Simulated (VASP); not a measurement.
Ir, 2 atoms in the cell. The structure is hexagonal, space group P6_3/mmc (No. 194). The conventional cell has a = 2.751 Å, b = 2.751 Å, c = 4.462 Å, α = 90.00°, β = 90.00°, γ = 120.00°. Ir (site symmetry -6m2) has 12 Ir at 2.74 to 2.75 Å within 3.6 Å. 

* Program: VASP 6.6.1
* Task: relaxation of cell and atoms
* Functional: PBEsol
* Potentials or basis: VASP PAW PBE potentials, release 64 (Ir)
* Cutoff: 600 eV
* k mesh: 12 × 12 × 7
* Occupations: fermi-dirac, width 0.01 eV
* Spin: no spin polarisation
* Dipole correction: no
* Further INCAR settings: ALGO = Normal; EDIFF = 1e-06; IBRION = 2; EDIFFG = -0.001; NSW = 80; ISIF = 3

Potentials or basis: VASP PAW PBE potentials, release 64 (Ir).

The run is started by

```bash
$ cat potpaw_PBE.64/Ir/POTCAR > POTCAR
$ mpirun -np 1 vasp_std > vasp.out
```

Hardware: 1 thread of Intel(R) Xeon(R) 6975P-C (Granite Rapids), with other jobs on the host.

**Question.** Estimate the wall time of this run.

**Answer.** Wall time 47 s on 1 thread of Intel(R) Xeon(R) 6975P-C (Granite Rapids), on a shared host, peak memory 0.18 GiB. Counts: scf iterations 54, k points 76, ion steps 9.
